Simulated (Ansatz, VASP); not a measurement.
# Two plane-wave programs on Mo3F

```
CELL_PARAMETERS angstrom
2.73705 0.00000 0.00000
-0.91235 2.58051 0.00000
0.00000 0.00000 21.30824
ATOMIC_POSITIONS crystal
Mo 0.50000 0.50000 0.18772
Mo 0.00000 0.00000 0.28882
Mo 0.50000 0.50000 0.38991
F 0.50000 0.50000 0.46218
```

Alike in both runs: task single point; functional PBE; k mesh 10 × 10 × 1; occupations gaussian, width 0.1 eV; collinear spin.

```csv
,VASP,Ansatz
version,VASP 6.6.1,Ansatz 0.2.0
potentials or method,"VASP PAW PBE potentials, release 64 (Mo_sv, F), cutoff 520 eV","scalar-relativistic, plane waves, PAW"
valence electrons in the cell,49,49
```

VASP gave:

| Quantity | Value |
| --- | --- |
| gap on the k mesh at the Fermi level (eV) | none |
| rms of the force components (eV/Å) | 8.475 |
| net moment per atom (μB) | 0.00 |

**Question.** Which values does Ansatz return?

**Answer.** gap on the k mesh at the Fermi level (eV): none; rms of the force components (eV/Å): 8.359; net moment per atom (μB): 0.00.

Atom by atom the forces differ by 0.116 eV/Å (rms over components). A gap of «none» marks a metal or a gap that the smearing closes. Ansatz's warnings: seeded moment not kept.
